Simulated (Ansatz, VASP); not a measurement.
Ga2PN in VASP and in Ansatz

```
N Ga P
1.0
     3.35209    0.00000    0.00000
     0.00000    3.35209    0.00000
     0.00000    0.00000    4.73268
N Ga P
1 2 1
Direct
  0.00000 0.00000 0.00000
  0.00000 0.00000 0.50000
  0.50000 0.50000 0.00000
  0.50000 0.50000 0.50000
```

Alike in both runs: task single point; functional PBE-based global hybrid with a share of 1.0 of exact exchange; k mesh 4 × 4 × 2; occupations fermi-dirac, width 0.02 eV; no spin polarisation.

```csv
,VASP,Ansatz
version,VASP 6.6.1,Ansatz 0.2.0
potentials or method,"VASP PAW PBE potentials, release 64 (N, Ga_d, P)",plane waves
plane-wave cutoff (eV),520,420
valence electrons in the cell,36,36
```

```tsv
	VASP	Ansatz	Ansatz less VASP
pressure (GPa)	-14.4	-13.6	+0.78
```

VASP's potentials were made for PBE, not for PBE-based global hybrid. With one functional, cell and mesh, what is left measures potentials, basis and numerics. Ansatz's warnings: filled band counts differ across k points, frontier gap under zero transfer term shift, stress exchange threshold loose, stress scf threshold loose.

The k mesh is coarse, so the values compare programs but aren't converged.
